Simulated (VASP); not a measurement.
# Mo (Im-3m) in VASP: a series of runs, part 2 of 2

VASP 6.6.1.

## (3) Single point, PBE (strain -0.025 along x and y, -0.025 along z)

Input file INCAR:

```
ALGO = Fast
EDIFF = 1E-6
ENCUT = 520
GGA = PE
ISIF = 2
ISMEAR = 0
LASPH = True
LCHARG = False
LREAL = False
LWAVE = False
NBANDS = 13
NELM = 80
PREC = Accurate
SIGMA = 0.15
```

Input file KPOINTS:

```
k-points
0
Gamma
  26 26 26
```

Input file POSCAR:

```
Mo
1.0
   -1.5407139493      1.5407139493      1.5407139493
    1.5407139493     -1.5407139493      1.5407139493
    1.5407139493      1.5407139493     -1.5407139493
Mo
1
Direct
    0.0000000000      0.0000000000      0.0000000000
```

Potentials or basis: VASP PAW PBE potentials, release 64 (Mo_sv).

The run is started by

```
$ cat potpaw_PBE.64/Mo_sv/POTCAR > POTCAR
$ mpirun -np 1 vasp_std > vasp.out
```

OUTCAR:

```text
EDIFF = 1E-6
   ENCUT = 520
   GGA = PE
   ISIF = 2
   ISMEAR = 0
   LASPH = True
   LREAL = False
   NELM = 80
   PREC = Accurate

 ion  position               nearest neighbor table
   1  0.000  0.000  0.000-

  LATTYP: Found a body centered cubic cell.
 ALAT       =     3.0814278986

  Lattice vectors:

 A1 = (  -1.5407139493,   1.5407139493,   1.5407139493)
 A2 = (   1.5407139493,  -1.5407139493,   1.5407139493)
 A3 = (   1.5407139493,   1.5407139493,  -1.5407139493)

Analysis of symmetry for initial positions (statically):
=====================================================================
 Subroutine PRICEL returns:
 Original cell was already a primitive cell.

 Routine SETGRP: Setting up the symmetry group for a
 body centered cubic supercell.

 Subroutine GETGRP returns: Found 48 space group operations
 (whereof 48 operations were pure point group operations)
 out of a pool of 48 trial point group operations.

The static configuration has the point symmetry O_h .

Analysis of symmetry for dynamics (positions and initial velocities):
=====================================================================
 Subroutine PRICEL returns:
 Original cell was already a primitive cell.

 Routine SETGRP: Setting up the symmetry group for a
 body centered cubic supercell.

 Subroutine GETGRP returns: Found 48 space group operations
 (whereof 48 operations were pure point group operations)
 out of a pool of 48 trial point group operations.

The dynamic configuration has the point symmetry O_h .

 Subroutine INISYM returns: Found 48 space group operations
 (whereof 48 operations are pure point group operations),
 and found     1 'primitive' translations

----------------------------------------------------------------------------------------

                                     Primitive cell

  volume of cell :      14.6294

  direct lattice vectors                    reciprocal lattice vectors
    -1.540713949  1.540713949  1.540713949     0.000000000  0.324524874  0.324524874
     1.540713949 -1.540713949  1.540713949     0.324524874  0.000000000  0.324524874
     1.540713949  1.540713949 -1.540713949     0.324524874  0.324524874  0.000000000

  length of vectors
     2.668594840  2.668594840  2.668594840     0.458947478  0.458947478  0.458947478

  position of ions in fractional coordinates (direct lattice)
     0.000000000  0.000000000  0.000000000

  ion indices of the primitive-cell ions
   primitive index   ion index
                 1           1

----------------------------------------------------------------------------------------

 KPOINTS: k-points

Automatic generation of k-mesh.
 Grid dimensions read from file:
 generate k-points for:   26   26   26

 Generating k-lattice:

  Cartesian coordinates                     Fractional coordinates (reciprocal lattice)
     0.000000000  0.012481726  0.012481726     0.038461538  0.000000000  0.000000000
     0.012481726  0.000000000  0.012481726     0.000000000  0.038461538  0.000000000
     0.012481726  0.012481726  0.000000000     0.000000000  0.000000000  0.038461538

  Length of vectors
     0.017651826  0.017651826  0.017651826

  Shift w.r.t. Gamma in fractional coordinates (k-lattice)
     0.000000000  0.000000000  0.000000000

 Subroutine IBZKPT returns following result:
 ===========================================

 Found    511 irreducible k-points:

 Following reciprocal coordinates:
            Coordinates               Weight
  0.000000  0.000000  0.000000      1.000000
  0.038462  0.000000  0.000000     12.000000
  0.076923  0.000000  0.000000     12.000000
  0.115385  0.000000  0.000000     12.000000
  0.153846  0.000000  0.000000     12.000000
  0.192308  0.000000  0.000000     12.000000
[... 16 lines left out ...]
  0.346154  0.038462  0.000000     48.000000
  0.384615  0.038462 -0.000000     48.000000
 [... further k-points ...]
   k-points           NKPTS =    511   k-points in BZ     NKDIM =    511   number of bands    NBANDS=     13
   number of dos      NEDOS =    301   number of ions     NIONS =      1
   total plane-waves  NPLWV =   8000
   dimension x,y,z NGX =    20 NGY =   20 NGZ =   20
   dimension x,y,z NGXF=    40 NGYF=   40 NGZF=   40
   ions per type =               1
   NGX,Y,Z   is equivalent  to a cutoff of  12.46, 12.46, 12.46 a.u.
   NGXF,Y,Z  is equivalent  to a cutoff of  24.92, 24.92, 24.92 a.u.
 SYSTEM =  unknown system
   PREC   = accura    normal or accurate (medium, high low for compatibility)
   ISTART =      0    job   : 0-new  1-cont  2-samecut
   ICHARG =      2    charge: 1-file 2-atom 10-const
   ISPIN  =      1    spin polarized calculation?
   LNONCOLLINEAR =      F non collinear calculations
   LSORBIT =      F    spin-orbit coupling
   LASPH  =      T    aspherical Exc in radial PAW
   ENCUT  =  520.0 eV  38.22 Ry    6.18 a.u.   4.96  4.96  4.96*2*pi/ulx,y,z
   NELM   =     80;   NELMIN=  2; NELMDL= -5     # of ELM steps
   EDIFF  = 0.1E-05   stopping-criterion for ELM
   LREAL  =      F    real-space projection
   EDIFFG = 0.1E-04   stopping-criterion for IOM
   NSW    =      0    number of steps for IOM
   IBRION =     -1    ionic relax: 0-MD 1-quasi-New 2-CG
   NFREE  =      0    steps in history (QN), initial steepest desc. (CG)
   ISIF   =      2    stress and relaxation
   ISYM   =      2    0-nonsym 1-usesym 2-fastsym
   POTIM  = 0.5000    time-step for ionic-motion
   TEBEG  =    0.0;   TEEND  =   0.0 temperature during run
   PSTRESS=    0.0 pullay stress
   NELECT =      14.0000    total number of electrons
   NUPDOWN=      -1.0000    fix difference up-down
   EMIN   =  10.00;   EMAX   =-10.00  energy-range for DOS
   EFERMI =   0.00;   METHOD = LEGACY
   ISMEAR =     0;   SIGMA  =   0.15  broadening in eV -4-tet -1-fermi 0-gaus
   EFERMI_NEDOS =   21; number of points for ismear=-14 and -15
   IALGO  =     68    algorithm
   IMIX   =      4    mixing-type and parameters
     AMIX     =   0.40;   BMIX     =  1.00
     AMIX_MAG =   1.60;   BMIX_MAG =  1.00
  volume/ion in A,a.u.               =      14.63        98.72
  Fermi-wavevector in a.u.,A,eV,Ry     =   1.613277  3.048651 35.411357  2.602661
  Thomas-Fermi vector in A             =   2.708372
   LORBIT       =      0    0 simple, 1 ext, 2 COOP (PROOUT), +10 PAW based schemes
   GGA     = PE    functional components
   LHFCALC =     F    Hartree Fock is set to
   AEXX    =    0.0000 exact exchange contribution
   IVDW    =     0    specifies the selected vdW correction
   LEPSILON=     F    determine dielectric tensor
   LRPA    =     F    only Hartree local field effects (RPA)
 non-spin polarized calculation
 RMM-DIIS sequential band-by-band and
 Gauss-broadening in eV      SIGMA  =   0.15
  energy-cutoff  :      520.00
  volume of cell :       14.63
 maximum number of plane-waves:       408
   NGX =  9   NGY =  9   NGZ =  9

 number of electron      13.9999997 magnetization

 Free energy of the ion-electron system (eV)
  ---------------------------------------------------
  ext. energy  EPLUGINS =         0.00000000
  ---------------------------------------------------
  free energy    TOTEN  =       -10.85559669 eV

  energy without entropy =      -10.84934774  energy(sigma->0) =      -10.85247222

 E-fermi :  13.6967     XC(G=0): -13.7680

 val. band max:       13.6884485702   @ k =  -0.3077   0.3462   0.2308
 cond. band min:      13.6972801484   @ k =   0.3462   0.0769   0.0385
 fundamental gap:      0.0088315782
 Fermi energy:        13.6967000974

 k-point     1 :       0.0000    0.0000    0.0000
  band No.  band energies     occupation
      1     -47.6084      2.00000
      2     -20.7038      2.00000
      3     -20.7038      2.00000
      4     -20.7038      2.00000
      5       6.2504      2.00000
      6      12.1927      2.00000
      7      12.1927      2.00000
      8      12.1927      2.00000
      9      15.4720      0.00000
     10      15.4720      0.00000
     11      28.6125      0.00000
     12      28.6125      0.00000
     13      28.6125      0.00000
[... 353 lines left out ...]
 k-point    24 :       0.3846    0.0385   -0.0000
  band No.  band energies     occupation
      1     -47.2929      2.00000
      2     -22.2775      2.00000
      3     -21.2062      2.00000
      4     -20.7306      2.00000
      5       8.1808      2.00000
      6      10.1351      2.00000
      7      14.2024      0.00000
      8      15.5507      0.00000
      9      16.1881      0.00000
     10      18.0996      0.00000
     11      26.4560      0.00000
     12      27.4424      0.00000
     13      33.2272      0.00000

 [... further k-points ...]

------------------------ aborting loop because EDIFF is reached ----------------------------------------

  FORCE on cell =-STRESS in cart. coord.  units (eV):
  Direction    XX          YY          ZZ          XY          YZ          ZX
  --------------------------------------------------------------------------------------
  -------------------------------------------------------------------------------------
  Total        2.1843236      2.1843236      2.1843236     -0.0000000      0.0000000     -0.0000000
  in kB      239.2222261    239.2222261    239.2222261     -0.0000000      0.0000000     -0.0000000
  external PRESSURE =     239.2222261 kB  Pullay stress =       0.0000000 kB

 VOLUME and BASIS-vectors are now :
 -----------------------------------------------------------------------------
  energy-cutoff  :      520.00
  volume of cell :       14.63
      direct lattice vectors                 reciprocal lattice vectors
    -1.540713949  1.540713949  1.540713949     0.000000000  0.324524874  0.324524874
     1.540713949 -1.540713949  1.540713949     0.324524874  0.000000000  0.324524874
     1.540713949  1.540713949 -1.540713949     0.324524874  0.324524874  0.000000000

 POSITION                                       TOTAL-FORCE (eV/Angst)
 -----------------------------------------------------------------------------------
      0.00000      0.00000      0.00000         0.000000      0.000000      0.000000
 -----------------------------------------------------------------------------------
    total drift:                                0.000000     -0.000000      0.000000

  FREE ENERGIE OF THE ION-ELECTRON SYSTEM (eV)
  ---------------------------------------------------
  free  energy   TOTEN  =       -10.8555966857 eV

  energy  without entropy=      -10.8493477449  energy(sigma->0) =      -10.85247222
```

OSZICAR:

```text
N       E                     dE             d eps       ncg     rms          rms(c)
DAV:   1     0.920988561111E+02    0.92099E+02   -0.80890E+03 13419   0.112E+03
DAV:   2    -0.103310432784E+02   -0.10243E+03   -0.98493E+02 15241   0.313E+02
DAV:   3    -0.114480766629E+02   -0.11170E+01   -0.11142E+01 14881   0.326E+01
DAV:   4    -0.114505329528E+02   -0.24563E-02   -0.24562E-02 15006   0.185E+00
DAV:   5    -0.114505478404E+02   -0.14888E-04   -0.14889E-04 15061   0.128E-01    0.171E+01
RMM:   6    -0.109370927349E+02    0.51346E+00   -0.57915E-01 13336   0.727E+00    0.564E+00
RMM:   7    -0.108584364302E+02    0.78656E-01   -0.19373E-01 13645   0.417E+00    0.910E-01
RMM:   8    -0.108557318431E+02    0.27046E-02   -0.96937E-03 14806   0.109E+00    0.138E-01
RMM:   9    -0.108556096290E+02    0.12221E-03   -0.96624E-04 14958   0.331E-01    0.528E-02
RMM:  10    -0.108555991435E+02    0.10485E-04   -0.14161E-04 15301   0.133E-01    0.828E-03
RMM:  11    -0.108555964116E+02    0.27319E-05   -0.18346E-05 15125   0.474E-02    0.153E-03
RMM:  12    -0.108555966857E+02   -0.27417E-06   -0.40945E-06 11315   0.175E-02
   1 F= -.10855597E+02 E0= -.10852472E+02  d E =-.624894E-02
```

stdout:

```text
POSCAR found type information on POSCAR Mo
 POSCAR found :  1 types and       1 ions
 scaLAPACK will be used
 LDA part: xc-table for (Slater+PW92), standard interpolation
 POSCAR, INCAR and KPOINTS ok, starting setup
 FFT: planning ... GRIDC
 FFT: planning ... GRID_SOFT
 FFT: planning ... GRID
 WAVECAR not read
 entering main loop
```

Wall time 51 s (1 thread of Intel Xeon Platinum 8559C (Emerald Rapids), shared host); peak memory 0.19 GiB.

Results:

- Free energy: -10.8556 eV
- Pressure: 23.9 GPa
- Band gap on the k mesh: zero (band 7 reaches 18.06 eV, above the bottom of band 8 at 12.19 eV)

Levels at points of the mesh, in eV from the Fermi level:
| k point | band 3 | band 4 | band 5 | band 6 | band 7 | band 8 | band 9 | band 10 | band 11 | band 12 |
| --- | --- | --- | --- | --- | --- | --- | --- | --- | --- | --- |
| (0.00, 0.00, 0.00) | -34.40 | -34.40 | -7.45 | -1.50 | -1.50 | -1.50 | 1.78 | 1.78 | 14.92 | 14.92 |
| (0.50, 0.00, 0.00) | -34.94 | -34.42 | -5.74 | -3.74 | 1.85 | 1.90 | 2.53 | 5.22 | 12.08 | 12.71 |
| (0.50, 0.50, 0.50) | -35.58 | -35.58 | -5.98 | -5.98 | 4.37 | 4.37 | 4.37 | 9.60 | 9.60 | 9.60 |

Caveat: the cell differs from its parent crystal (strain -0.025 along x and y, -0.025 along z).

## (4) Single point, PBE (strain +0.025 along x and y, +0.025 along z)

Input file INCAR:

```
PREC     = Accurate       # precision mode
ENCUT    = 520            # plane-wave cutoff, eV
EDIFF    = 1E-6           # SCF threshold, eV
ISMEAR   = 0              # smearing method
SIGMA    = 0.15           # smearing width, eV
LREAL    = False          # projectors in reciprocal space
LASPH    = True           # aspherical terms in the spheres
NELM     = 60             # most SCF steps
ALGO     = Fast           # electronic algorithm
ISIF     = 2              # what is computed and relaxed
LWAVE    = False          # write WAVECAR
LCHARG   = False          # write CHGCAR
GGA      = PE             # functional
NBANDS   = 13             # bands
```

Input file KPOINTS:

```
Automatic mesh
0
Gamma
  26 26 26
```

Input file POSCAR:

```
Mo
1.0
   -1.6197249211      1.6197249211      1.6197249211
    1.6197249211     -1.6197249211      1.6197249211
    1.6197249211      1.6197249211     -1.6197249211
Mo
1
Direct
    0.0000000000      0.0000000000      0.0000000000
```

Potentials or basis: VASP PAW PBE potentials, release 64 (Mo_sv).

The run is started by

```
$ cat potpaw_PBE.64/Mo_sv/POTCAR > POTCAR
$ mpirun -np 1 vasp_std > vasp.out
```

OUTCAR:

```text
PREC = Accurate
   ENCUT = 520
   EDIFF = 1E-6
   ISMEAR = 0
   LREAL = False
   LASPH = True
   NELM = 60
   ISIF = 2
   GGA = PE

 ion  position               nearest neighbor table
   1  0.000  0.000  0.000-

  LATTYP: Found a body centered cubic cell.
 ALAT       =     3.2394498422

  Lattice vectors:

 A1 = (  -1.6197249211,   1.6197249211,   1.6197249211)
 A2 = (   1.6197249211,  -1.6197249211,   1.6197249211)
 A3 = (   1.6197249211,   1.6197249211,  -1.6197249211)

[... 554 lines left out ...]
      4     -23.4432      2.00000
      5       6.5972      2.00000
      6       8.4083      2.00000
      7      11.4760      0.06101
      8      12.7810      0.00000
      9      13.3224      0.00000
     10      14.8425      0.00000
     11      22.8225      0.00000
     12      23.6506      0.00000
     13      28.6611      0.00000

 [... further k-points ...]
[... 5 lines left out ...]
  --------------------------------------------------------------------------------------
  -------------------------------------------------------------------------------------
  Total       -1.6888213     -1.6888213     -1.6888213      0.0000000      0.0000000      0.0000000
  in kB     -159.1880618   -159.1880618   -159.1880618      0.0000000      0.0000000      0.0000000
  external PRESSURE =    -159.1880618 kB  Pullay stress =       0.0000000 kB

 VOLUME and BASIS-vectors are now :
 -----------------------------------------------------------------------------
  energy-cutoff  :      520.00
  volume of cell :       17.00
      direct lattice vectors                 reciprocal lattice vectors
    -1.619724921  1.619724921  1.619724921     0.000000000  0.308694392  0.308694392
     1.619724921 -1.619724921  1.619724921     0.308694392  0.000000000  0.308694392
     1.619724921  1.619724921 -1.619724921     0.308694392  0.308694392  0.000000000

 POSITION                                       TOTAL-FORCE (eV/Angst)
 -----------------------------------------------------------------------------------
      0.00000      0.00000      0.00000        -0.000000      0.000000     -0.000000
 -----------------------------------------------------------------------------------
    total drift:                                0.000000      0.000000     -0.000000

  FREE ENERGIE OF THE ION-ELECTRON SYSTEM (eV)
  ---------------------------------------------------
  free  energy   TOTEN  =       -10.8772764046 eV

  energy  without entropy=      -10.8704282851  energy(sigma->0) =      -10.87385234
```

OSZICAR:

```text
N       E                     dE             d eps       ncg     rms          rms(c)
DAV:   1     0.921265952490E+02    0.92127E+02   -0.80394E+03 13387   0.110E+03
DAV:   2    -0.104326437298E+02   -0.10256E+03   -0.98720E+02 15301   0.308E+02
DAV:   3    -0.116095239148E+02   -0.11769E+01   -0.11736E+01 14886   0.329E+01
DAV:   4    -0.116123191197E+02   -0.27952E-02   -0.27952E-02 14806   0.195E+00
DAV:   5    -0.116123384571E+02   -0.19337E-04   -0.19337E-04 15076   0.144E-01    0.122E+01
RMM:   6    -0.109555647813E+02    0.65677E+00   -0.82803E-01 13331   0.832E+00    0.310E+00
RMM:   7    -0.108800923170E+02    0.75472E-01   -0.20789E-01 13623   0.407E+00    0.126E+00
RMM:   8    -0.108775981348E+02    0.24942E-02   -0.11563E-02 14481   0.118E+00    0.158E-01
RMM:   9    -0.108772861246E+02    0.31201E-03   -0.12899E-03 14651   0.372E-01    0.391E-02
RMM:  10    -0.108772784819E+02    0.76427E-05   -0.24028E-04 15086   0.165E-01    0.330E-02
RMM:  11    -0.108772768696E+02    0.16123E-05   -0.22687E-05 14780   0.594E-02    0.264E-03
RMM:  12    -0.108772764046E+02    0.46504E-06   -0.32199E-06 12469   0.231E-02
   1 F= -.10877276E+02 E0= -.10873852E+02  d E =-.684812E-02
```

It took 51 s on 1 thread of Intel Xeon Platinum 8559C (Emerald Rapids), shared host; peak memory 0.22 GiB.

What came out:

```
Free energy            : -10.8773 eV
Pressure               : -15.9 GPa
Band gap on the k mesh : zero (band 7 reaches 14.81 eV, above the bottom of band 8 at 10.08 eV)
```

Caveat: the cell differs from its parent crystal (strain +0.025 along x and y, +0.025 along z).

## (5) Overview

| cell | gap on the mesh (eV) | pressure (GPa) |
| --- | --- | --- |
| a = 2.600 Å, angles 109.5°, 1 atom | none | 56.0 |
| a = 2.669 Å, angles 109.5°, 1 atom | none | 23.9 |
| a = 2.805 Å, angles 109.5°, 1 atom | none | -15.9 |

Alike in all rows: task single point; level PBE; potentials or basis VASP PAW PBE potentials, release 64 (Mo_sv); no spin polarisation; k mesh 26 × 26 × 26; cutoff (eV) 520; smearing gaussian 0.15 eV.

Absolute energies hang on the potentials; compare differences alone.
